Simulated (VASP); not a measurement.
Here is a VASP 6.6.1 calculation.

INCAR

```
PREC = Accurate ; ENCUT = 520
EDIFF = 1E-6 ; ISMEAR = 0
SIGMA = 0.05 ; LREAL = F
LASPH = T ; NELM = 200
ALGO = Normal ; ISIF = 2
LWAVE = F ; LCHARG = F
ISPIN = 2 ; MAGMOM = 0 0 0 0 0 0 0 0 3
LORBIT = 11 ; LDIPOL = T
IDIPOL = 3 ; DIPOL = 0.5 0.5 0.319
GGA = PE ; NBANDS = 32
GGA_COMPAT = F ; NELMDL = -8
```

KPOINTS

```
Automatic mesh
0
Gamma
  9 6 1
```

POSCAR

```
Al4N5
1.0
    3.1297683445      0.0000000000      0.0000000000
    0.0000000000      5.0173032419      0.0000000000
    0.0000000000      0.0000000000     19.0620320396
Al N
4 5
Direct
    0.0000000000      0.9982714950      0.2098412169
    0.5000000000      0.4982714950      0.2572383830
    0.5000000000      0.9915197257      0.3577010219
    0.0000000000      0.4624332462      0.3868097530
    0.0000000000      0.6167285050      0.2098412169
    0.5000000000      0.1167285050      0.2572383830
    0.5000000000      0.6143669392      0.3564124135
    0.0000000000      0.1112303975      0.3967065014
    0.5000000000      0.6112303975      0.4360608875
```

Potentials or basis: VASP PAW PBE potentials, release 64 (Al, N).

The run is started by

```sh
$ cat potpaw_PBE.64/Al/POTCAR potpaw_PBE.64/N/POTCAR > POTCAR
$ mpirun -np 1 vasp_std > vasp.out
```

Problem. What does it give for the largest force?

Solution. 3.852 eV/Å.

Problem. Estimate the site moments.

Solution. Al -0.00, +0.00, +0.01, -0.01; N +0.00, +0.01, +0.09, +0.49 (each value once) μB.

Problem. Estimate the net moment.

Solution. 1.00 μB per cell.

Forces in eV/Å, atoms in the order of the input:
```
Al   0.000 -1.538  2.276
Al   0.000  0.370 -2.315
Al   0.000  0.981  0.667
Al   0.000 -0.139  3.850
N    0.000  0.717  0.964
N    0.000  0.143 -1.251
N    0.000  0.734 -2.648
N    0.000 -0.650 -1.639
N    0.000 -0.619  0.096
```
